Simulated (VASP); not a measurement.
# SnTe (Fm-3m) in VASP: notebook, part 2 of 2

VASP 6.6.1.

## (4) Relaxation of cell and atoms, PBE exchange alone

INCAR

```
SYSTEM = SnTe
PREC     = Accurate       ! precision mode
ENCUT    = 600            ! plane-wave cutoff, eV
EDIFF    = 1E-6           ! SCF threshold, eV
ISMEAR   = -1             ! smearing method
SIGMA    = 0.05           ! smearing width, eV
LREAL    = .FALSE.        ! projectors in reciprocal space
LASPH    = .TRUE.         ! aspherical terms in the spheres
NELM     = 60             ! most SCF steps
ALGO     = Normal         ! electronic algorithm
ISIF     = 3              ! what is computed and relaxed
LWAVE    = .FALSE.        ! write WAVECAR
LCHARG   = .FALSE.        ! write CHGCAR
GGA      = PE             ! functional
ALDAC    = 0.0          
AGGAC    = 0.0          
IBRION   = 2              ! ionic algorithm
NSW      = 60             ! ionic steps
EDIFFG   = -0.01          ! ionic threshold
```

KPOINTS

```
regular mesh
0
G
  7 7 7
  0 0 0
```

POSCAR

```
SnTe
1.0
    0.0000000000      3.1508500000      3.1508500000
    3.1508500000      0.0000000000      3.1508500000
    3.1508500000      3.1508500000      0.0000000000
Te Sn
1 1
Direct
    0.5000000000      0.5000000000      0.5000000000
    0.0000000000      0.0000000000      0.0000000000
```

Potentials or basis: VASP PAW PBE potentials, release 64 (Te, Sn_d).

Command:

```bash
cat potpaw_PBE.64/Te/POTCAR potpaw_PBE.64/Sn_d/POTCAR > POTCAR
mpirun -np 1 vasp_std > vasp.out
```

OUTCAR:

```text
SYSTEM = SnTe
   PREC = Accurate
   ENCUT = 600
   EDIFF = 1E-6
   ISMEAR = -1
   LREAL = .FALSE.
   LASPH = .TRUE.
   NELM = 60
   ISIF = 3
   GGA = PE
   IBRION = 2
   NSW = 60
   EDIFFG = -0.01

 ion  position               nearest neighbor table
   1  0.500  0.500  0.500-   2 3.15   2 3.15   2 3.15   2 3.15   2 3.15   2 3.15
   2  0.000  0.000  0.000-   1 3.15   1 3.15   1 3.15   1 3.15   1 3.15   1 3.15

  LATTYP: Found a face centered cubic cell.
 ALAT       =     6.3017000000

  Lattice vectors:

 A1 = (   0.0000000000,   3.1508500000,   3.1508500000)
 A2 = (   3.1508500000,   0.0000000000,   3.1508500000)
 A3 = (   3.1508500000,   3.1508500000,   0.0000000000)

Analysis of symmetry for initial positions (statically):
=====================================================================
 Subroutine PRICEL returns:
 Original cell was already a primitive cell.

 Routine SETGRP: Setting up the symmetry group for a
 face centered cubic supercell.

 Subroutine GETGRP returns: Found 48 space group operations
 (whereof 48 operations were pure point group operations)
 out of a pool of 48 trial point group operations.

The static configuration has the point symmetry O_h .

Analysis of symmetry for dynamics (positions and initial velocities):
=====================================================================
 Subroutine PRICEL returns:
 Original cell was already a primitive cell.

[... 146 lines left out ...]
  ext. energy  EPLUGINS =         0.00000000
  ---------------------------------------------------
  free energy    TOTEN  =        -4.82424534 eV

  energy without entropy =       -4.82416782  energy(sigma->0) =       -4.82420658

 E-fermi :   8.5661     XC(G=0):  -7.8486

 val. band max:        8.2553779001   @ k =   0.4286   0.0000   0.0000
 cond. band min:       8.9322693482   @ k =   0.4286   0.0000   0.0000
 fundamental gap:      0.6768914482
 Fermi energy:         8.5660519819

 k-point     1 :       0.0000    0.0000    0.0000
  band No.  band energies     occupation
      1     -13.2656      2.00000
      2     -13.2656      2.00000
      3     -13.2576      2.00000
      4     -13.2576      2.00000
      5     -13.2576      2.00000
      6      -4.3378      2.00000
      7       3.6918      2.00000
      8       6.2908      2.00000
      9       6.2908      2.00000
     10       6.2908      2.00000
     11      11.7518      0.00000
     12      11.7518      0.00000
     13      11.7518      0.00000
     14      13.4049      0.00000
[... 464 lines left out ...]
--------------------------------------- Ionic step        5  -------------------------------------------

 number of electron      19.9999990 magnetization

 Free energy of the ion-electron system (eV)
  ---------------------------------------------------
  ext. energy  EPLUGINS =         0.00000000
  ---------------------------------------------------
  free energy    TOTEN  =        -5.35562233 eV

  energy without entropy =       -5.35561174  energy(sigma->0) =       -5.35561704

 E-fermi :   5.3643     XC(G=0):  -6.8068

 val. band max:        4.9204703615   @ k =   0.4286   0.0000   0.0000
 cond. band min:       5.7930435764   @ k =   0.4286   0.0000   0.0000
 fundamental gap:      0.8725732150
 Fermi energy:         5.3642837942

 k-point     1 :       0.0000    0.0000    0.0000
  band No.  band energies     occupation
      1     -16.2888      2.00000
      2     -16.2887      2.00000
      3     -16.2887      2.00000
      4     -16.2872      2.00000
      5     -16.2872      2.00000
      6      -5.7129      2.00000
      7      -0.2084      2.00000
      8       3.9179      2.00000
      9       3.9179      2.00000
     10       3.9180      2.00000
     11       8.0918      0.00000
     12       8.0918      0.00000
     13       8.0918      0.00000
     14      10.7488      0.00000
[... 350 lines left out ...]
  FREE ENERGIE OF THE ION-ELECTRON SYSTEM (eV)
  ---------------------------------------------------
  free  energy   TOTEN  =        -5.3556223320 eV

  energy  without entropy=       -5.3556117382  energy(sigma->0) =       -5.35561704

 reached required accuracy - stopping structural energy minimisation
```

OSZICAR:

```text
N       E                     dE             d eps       ncg     rms          rms(c)
DAV:   1     0.132902447075E+03    0.13290E+03   -0.10564E+04   560   0.184E+03
DAV:   2     0.632063964212E+01   -0.12658E+03   -0.12344E+03   596   0.389E+02
DAV:   3    -0.457558403790E+01   -0.10896E+02   -0.10673E+02   734   0.100E+02
DAV:   4    -0.487339443933E+01   -0.29781E+00   -0.29768E+00   634   0.182E+01
[... 40 lines left out ...]
       N       E                     dE             d eps       ncg     rms          rms(c)
DAV:   1    -0.535598051777E+01   -0.37470E-03   -0.81626E-03   674   0.137E+00    0.102E-01
DAV:   2    -0.535568807219E+01    0.29245E-03   -0.51733E-04   680   0.346E-01    0.445E-02
DAV:   3    -0.535562307784E+01    0.64994E-04   -0.21569E-04   680   0.213E-01    0.102E-02
DAV:   4    -0.535562233198E+01    0.74586E-06   -0.59797E-06   648   0.247E-02
   5 F= -.53556223E+01 E0= -.53556170E+01  d E =-.161784E-04
```

CONTCAR:

```text
SnTe
   1.00000000000000
     0.0000000000000000    3.4448345537443656    3.4448345537443656
     3.4448345537443656    0.0000000000000000    3.4448345537443656
     3.4448345537443656    3.4448345537443656    0.0000000000000000
  Te              Sn
     1     1
Direct
     0.5000000000000000    0.5000000000000000    0.5000000000000000
     1.0000000000000000    0.0000000000000000    0.0000000000000000

  0.00000000E+00  0.00000000E+00  0.00000000E+00
  0.00000000E+00  0.00000000E+00  0.00000000E+00
```

Run time: 78 s. Hardware: 1 thread of Intel Xeon 8259CL, shared host; peak memory 0.23 GiB.

Results:

- Free energy: -5.3556 eV
- Relaxed volume: 40.88 Å³/atom
- Relaxed cell: a = 4.872 Å, b = 4.872 Å, c = 4.872 Å, α = 60.00°, β = 60.00°, γ = 60.00°
- Space group after relaxing (to 0.1 Å): Fm-3m (No. 225)
- Energy gained by relaxing: 265.7 meV/atom
- Ionic steps: 5
- Pressure after relaxing: 0.0 GPa

Step by step:
```csv
step,energy change (eV),largest force (eV/Å),pressure (GPa),volume (Å³)
1,0.0000,0.0000,11.25,62.56
2,-0.5243,0.0000,-0.74,84.64
3,-0.5313,0.0000,0.09,81.47
4,-0.5314,0.0000,-0.04,81.88
5,-0.5314,0.0000,0.02,81.76
```

Final structure:
```
CELL_PARAMETERS angstrom
0.00000 3.44483 3.44483
3.44483 0.00000 3.44483
3.44483 3.44483 0.00000
ATOMIC_POSITIONS crystal
Te 0.50000 0.50000 0.50000
Sn 0.00000 0.00000 0.00000
```

Levels at points of the mesh, in eV from the Fermi level:
| k point | band 7 | band 8 | band 9 | band 10 | band 11 | band 12 | band 13 | band 14 |
| --- | --- | --- | --- | --- | --- | --- | --- | --- |
| (0.00, 0.00, 0.00) | -5.57 | -1.45 | -1.45 | -1.45 | 2.73 | 2.73 | 2.73 | 5.38 |

Caveat: this odd mesh misses L, so gap, dielectric constants and Born charges aren't listed; the volume moved by over 15 % at a fixed basis, so the end points are rough; spin-orbit coupling is left out, which moves the levels of the heavy elements.

## (5) Single point, PBEsol, non-collinear spin, zero start, spin-orbit coupling

This run uses another cell than the first one, of 29.40 Å³/atom.

INCAR

```
ALGO = Normal
EDIFF = 1E-6
ENCUT = 520
GGA = PS
GGA_COMPAT = F
ISIF = 2
ISMEAR = -1
LASPH = T
LCHARG = F
LORBIT = 11
LORBMOM = T
LREAL = F
LSORBIT = T
LWAVE = F
MAGMOM = 0 0 0 0 0 0
NBANDS = 32
NELM = 150
PREC = Accurate
SIGMA = 0.05
```

KPOINTS

```
k-points
0
Gamma
  7 7 7
```

POSCAR

```
SnTe
1.0
    0.0000000000      3.0865288906      3.0865288906
    3.0865288906      0.0000000000      3.0865288906
    3.0865288906      3.0865288906      0.0000000000
Te Sn
1 1
Direct
    0.5000000000      0.5000000000      0.5000000000
    0.0000000000      0.0000000000      0.0000000000
```

Command:

```bash
cat potpaw_PBE.64/Te/POTCAR potpaw_PBE.64/Sn_d/POTCAR > POTCAR
mpirun -np 1 vasp_ncl > vasp.out
```

Wall time 75 s (1 thread of Intel Xeon 8259CL, shared host); peak memory 0.33 GiB.

Results (log left out):

- Free energy: -8.4641 eV
- Pressure: 2.9 GPa
- Net moment: 0.00 μB per cell
- Valence electrons inside the program's atomic spheres: Te 3.39; Sn 12.15

Moments on the atoms (μB; x, y, z):
```
Te  0.00 0.00 0.00
Sn  0.00 0.00 0.00
```

Caveat: this odd mesh misses L, so gap, dielectric constants and Born charges aren't listed; the PAW data sets were made with another functional, which shifts forces and pressure a little.

## (6) Overview

```tsv
task	level	potentials or basis	spin	cell	cutoff (eV)	pressure (GPa)	relaxed volume (Å³/atom)
relaxation of cell and atoms	LDA	VASP PAW LDA potentials, release 64 (Te, Sn_d)	off	relaxed from a = 4.456 Å, angles 60.0°, 2 atoms	600	0.0	30.30
relaxation of cell and atoms	RPBE+D4	VASP PAW PBE potentials, release 64 (Te, Sn_d)	off	relaxed from a = 4.456 Å, angles 60.0°, 2 atoms	600	0.0	30.82
relaxation of cell and atoms	PBE exchange alone	VASP PAW PBE potentials, release 64 (Te, Sn_d)	off	relaxed from a = 4.456 Å, angles 60.0°, 2 atoms	600	0.0	40.88
single point	PBEsol	VASP PAW PBE potentials, release 64 (Te, Sn_d)	non-collinear, zero start, SOC	a = 4.365 Å, angles 60.0°, 2 atoms	520	2.9	-
```

Alike in all rows: k mesh 7 × 7 × 7; smearing fermi-dirac 0.05 eV.

Caveats: spin-orbit coupling is left out, which moves the levels of the heavy elements (at least some runs); the PAW data sets were made with another functional, which shifts forces and pressure a little (at least some runs); the volume moved by over 15 % at a fixed basis, so the end points are rough (at least some runs).

Absolute energies hang on the potentials; compare differences alone.
